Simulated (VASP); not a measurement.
# Al3Ni2 (P-3m1) in VASP: notebook, part 2 of 2

VASP 6.6.1. The steps go on from the part before.

**4. Relaxation of shape and atoms at fixed volume, PBEsol (volume scaled by 1.10)**

The input, INCAR:

```
PREC     = Accurate       # precision mode
ENCUT    = 600            # plane-wave cutoff, eV
EDIFF    = 1E-6           # SCF threshold, eV
ISMEAR   = 0              # smearing method
SIGMA    = 0.1            # smearing width, eV
LREAL    = False          # projectors in reciprocal space
LASPH    = True           # aspherical terms in the spheres
NELM     = 100            # most SCF steps
ALGO     = Fast           # electronic algorithm
ISIF     = 4              # what is computed and relaxed
LWAVE    = False          # write WAVECAR
LCHARG   = False          # write CHGCAR
GGA      = PS             # functional
IBRION   = 2              # ionic algorithm
NSW      = 50             # ionic steps
EDIFFG   = -0.01          # ionic threshold
```

The input, KPOINTS:

```
regular mesh
0
Gamma
  12 12 8
```

The input, POSCAR:

```
Al3Ni2
1.0
    4.1349516837      0.0000000000      0.0000000000
   -2.0674758418      3.5809732016      0.0000000000
    0.0000000000      0.0000000000      5.0100459524
Al Ni
3 2
Direct
    0.0000000000      0.0000000000      0.0000000000
    0.3333333333      0.6666666667      0.6490167658
    0.6666666667      0.3333333333      0.3509832342
    0.3333333333      0.6666666667      0.1446368780
    0.6666666667      0.3333333333      0.8553631220
```

Potentials or basis: VASP PAW PBE potentials, release 64 (Al, Ni).

Run with:

```console
> cat potpaw_PBE.64/Al/POTCAR potpaw_PBE.64/Ni/POTCAR > POTCAR
> mpirun -np 1 vasp_std > vasp.out
```

OUTCAR:

```text
PREC = Accurate
   ENCUT = 600
   EDIFF = 1E-6
   ISMEAR = 0
   LREAL = False
   LASPH = True
   NELM = 100
   ISIF = 4
   GGA = PS
   IBRION = 2
   NSW = 50
   EDIFFG = -0.01

 ion  position               nearest neighbor table
   1  0.000  0.000  0.000-   4 2.49   5 2.49   5 2.49   4 2.49   5 2.49   4 2.49   2 2.97   3 2.97
                             2 2.97   3 2.97   3 2.97   2 2.97
   2  0.333  0.667  0.649-   4 2.48   4 2.53   5 2.60   5 2.60   5 2.60   3 2.82   3 2.82   3 2.82
                             1 2.97   1 2.97   1 2.97
   3  0.667  0.333  0.351-   5 2.48   5 2.53   4 2.60   4 2.60   4 2.60   2 2.82   2 2.82   2 2.82
                             1 2.97   1 2.97   1 2.97
   4  0.333  0.667  0.145-   2 2.48   1 2.49   1 2.49   1 2.49   2 2.53   3 2.60   3 2.60   3 2.60
                             5 2.79   5 2.79   5 2.79
   5  0.667  0.333  0.855-   3 2.48   1 2.49   1 2.49   1 2.49   3 2.53   2 2.60   2 2.60   2 2.60
                             4 2.79   4 2.79   4 2.79

  LATTYP: Found a hexagonal cell.
 ALAT       =     4.1349516837
 C/A-ratio  =     1.2116334931

  Lattice vectors:

 A1 = (   4.1349516837,   0.0000000000,   0.0000000000)
 A2 = (  -2.0674758418,   3.5809732016,   0.0000000000)
 A3 = (   0.0000000000,   0.0000000000,   5.0100459524)

Analysis of symmetry for initial positions (statically):
=====================================================================
 Subroutine PRICEL returns:
 Original cell was already a primitive cell.

 Routine SETGRP: Setting up the symmetry group for a
 hexagonal supercell.

 Subroutine GETGRP returns: Found 12 space group operations
 (whereof 12 operations were pure point group operations)
 out of a pool of 24 trial point group operations.

The static configuration has the point symmetry D_3d.

Analysis of symmetry for dynamics (positions and initial velocities):
=====================================================================
 Subroutine PRICEL returns:
 Original cell was already a primitive cell.

[... 144 lines left out ...]
 conjugate gradient relaxation of ions
 non-spin polarized calculation
 RMM-DIIS sequential band-by-band and
 Gauss-broadening in eV      SIGMA  =   0.10
  energy-cutoff  :      600.00
  volume of cell :       74.18
 maximum number of plane-waves:      2504
 NGX is ok and might be reduce to    36
   NGX = 17   NGY = 17   NGZ = 21

--------------------------------------- Ionic step        1  -------------------------------------------

 number of electron      28.9999995 magnetization

 Free energy of the ion-electron system (eV)
  ---------------------------------------------------
  ext. energy  EPLUGINS =         0.00000000
  ---------------------------------------------------
  free energy    TOTEN  =       -27.42038208 eV

  energy without entropy =      -27.41309120  energy(sigma->0) =      -27.41673664

------------------------ aborting loop because EDIFF is reached ----------------------------------------

  FORCE on cell =-STRESS in cart. coord.  units (eV):
  Direction    XX          YY          ZZ          XY          YZ          ZX
  --------------------------------------------------------------------------------------
  -------------------------------------------------------------------------------------
  Total       -5.2268995     -5.2268995     -5.3314276     -0.0000000      0.0000000      0.0000000
  in kB     -112.8863702   -112.8863702   -115.1438856     -0.0000000      0.0000000      0.0000000
  external PRESSURE =    -113.6388753 kB  Pullay stress =       0.0000000 kB
[... 143 lines left out ...]
--------------------------------------- Ionic step        5  -------------------------------------------

 number of electron      28.9999996 magnetization

 Free energy of the ion-electron system (eV)
  ---------------------------------------------------
  ext. energy  EPLUGINS =         0.00000000
  ---------------------------------------------------
  free energy    TOTEN  =       -27.42074321 eV

  energy without entropy =      -27.41352611  energy(sigma->0) =      -27.41713466

 E-fermi :   7.4412     XC(G=0): -10.9427

 val. band max:        7.4381074736   @ k =   0.3333   0.3333   0.3750
 cond. band min:       7.4503539152   @ k =  -0.0833   0.2500   0.2500
 fundamental gap:      0.0122464416
 Fermi energy:         7.4412271443

 k-point     1 :       0.0000    0.0000    0.0000
  band No.  band energies     occupation
      1      -2.5233      2.00000
      2       2.5862      2.00000
      3       2.9077      2.00000
      4       4.2317      2.00000
      5       4.2317      2.00000
      6       4.7925      2.00000
[... 481 lines left out ...]
      5       4.3170      2.00000
      6       4.6351      2.00000
[... 10 lines left out ...]
     17      11.1188      0.00000
     18      11.4105      0.00000

 [... further k-points ...]

------------------------ aborting loop because EDIFF is reached ----------------------------------------

  FORCE on cell =-STRESS in cart. coord.  units (eV):
  Direction    XX          YY          ZZ          XY          YZ          ZX
  --------------------------------------------------------------------------------------
  -------------------------------------------------------------------------------------
  Total       -5.0905874     -5.0905874     -5.0430602     -0.0000000     -0.0000000      0.0000000
  in kB     -109.9424123   -109.9424123   -108.9159571     -0.0000000     -0.0000000      0.0000000
  external PRESSURE =    -109.6002605 kB  Pullay stress =       0.0000000 kB
[... 20 lines left out ...]
  FREE ENERGIE OF THE ION-ELECTRON SYSTEM (eV)
  ---------------------------------------------------
  free  energy   TOTEN  =       -27.4207432082 eV

  energy  without entropy=      -27.4135261110  energy(sigma->0) =      -27.41713466

 reached required accuracy - stopping structural energy minimisation
```

CONTCAR:

```text
Al3Ni2
   1.00000000000000
     4.1370533853186595   -0.0000000000044000    0.0000000000000000
    -2.0685266926131147    3.5827933285807689    0.0000000000000000
    -0.0000000000000000    0.0000000000000000    5.0049568486143814
  Al              Ni
     3     2
Direct
     0.0000000000000000    0.0000000000000000    0.0000000000000000
     0.3333333332999970    0.6666666667000030    0.6498099471465719
     0.6666666667000030    0.3333333332999970    0.3501900528534281
     0.3333333332999970    0.6666666667000030    0.1441908948295811
     0.6666666667000030    0.3333333332999970    0.8558091051704190

  0.00000000E+00  0.00000000E+00  0.00000000E+00
  0.00000000E+00  0.00000000E+00  0.00000000E+00
  0.00000000E+00  0.00000000E+00  0.00000000E+00
  0.00000000E+00  0.00000000E+00  0.00000000E+00
  0.00000000E+00  0.00000000E+00  0.00000000E+00
```

Run time: 15 min. Hardware: 1 thread of Oxide Virtual Turin-like, shared host; peak memory 0.34 GiB.

What came out:

| Quantity | Value |
| --- | --- |
| Free energy | -27.4207 eV |
| Energy gained by relaxing | 0.1 meV/atom |
| Ionic steps | 5 |
| Pressure after relaxing | -11.0 GPa |
| Largest force after relaxing | 0.007 eV/Å |

Forces on the atoms (eV/Å):
```
Al   0.000  0.000  0.000
Al   0.000  0.000  0.007
Al   0.000  0.000 -0.007
Ni   0.000  0.000 -0.005
Ni   0.000  0.000  0.005
```

The path:
| step | energy change (eV) | largest force (eV/Å) | pressure (GPa) | volume (Å³) |
| --- | --- | --- | --- | --- |
| 1 | 0.0000 | 0.0545 | -11.36 | 74.18 |
| 2 | -0.0003 | 0.0227 | -10.92 | 74.18 |
| 3 | -0.0004 | 0.0128 | -10.93 | 74.18 |
| 4 | -0.0003 | 0.0074 | -10.91 | 74.18 |
| 5 | -0.0004 | 0.0067 | -10.96 | 74.18 |

Final structure:
```
Al Ni
1.0
     4.13705    0.00000    0.00000
    -2.06853    3.58279    0.00000
     0.00000    0.00000    5.00496
Al Ni
3 2
Direct
  0.00000 0.00000 0.00000
  0.33333 0.66667 0.64981
  0.66667 0.33333 0.35019
  0.33333 0.66667 0.14419
  0.66667 0.33333 0.85581
```

Levels at points of the mesh, in eV from the Fermi level:
| k point | band 13 | band 14 | band 15 | band 16 | band 17 | band 18 |
| --- | --- | --- | --- | --- | --- | --- |
| (0.00, 0.00, 0.00) | -1.16 | 1.20 | 1.20 | 2.94 | 2.94 | 3.84 |
| (0.50, 0.00, 0.00) | -1.38 | -1.37 | -1.13 | 1.20 | 1.70 | 2.08 |
| (0.00, 0.00, 0.50) | 2.58 | 2.58 | 2.78 | 2.78 | 3.24 | 3.86 |
| (0.50, 0.00, 0.50) | -1.52 | -0.96 | -0.29 | 1.44 | 1.93 | 2.82 |

Caveat: the cell differs from its parent crystal (volume scaled by 1.10); the PAW data sets were made with another functional, which shifts forces and pressure a little. Spin polarisation is off, so any magnetic state and its effect on volume and gap are missing.

**5. Overview**

| task | cell | k mesh | cutoff (eV) | gap on the mesh (eV) | pressure (GPa) | largest force (eV/Å) |
| --- | --- | --- | --- | --- | --- | --- |
| single point | a = 4.003, b = 6.296 Å, angles 129.5, 60.0, 108.5°, 5 atoms | 9 × 6 × 12 | 520 | none | 0.2 | 0.02 |
| relaxation of the atoms | atoms relaxed from a = 4.123, b = 4.123, c = 5.005 Å, angles 90.0, 90.0, 120.0°, 5 atoms | 12 × 12 × 8 | 520 | none | -10.3 | - |
| relaxation of shape and atoms at fixed volume | relaxed from a = 4.135, b = 4.135, c = 5.010 Å, angles 90.0, 90.0, 120.0°, 5 atoms | 12 × 12 × 8 | 600 | none | -11.0 | 0.01 |

Alike in all rows: level PBEsol; potentials or basis VASP PAW PBE potentials, release 64 (Al, Ni); no spin polarisation; smearing gaussian 0.1 eV.

Caveats: the PAW data sets were made with another functional, which shifts forces and pressure a little.

Absolute energies hang on the potentials; compare differences alone.
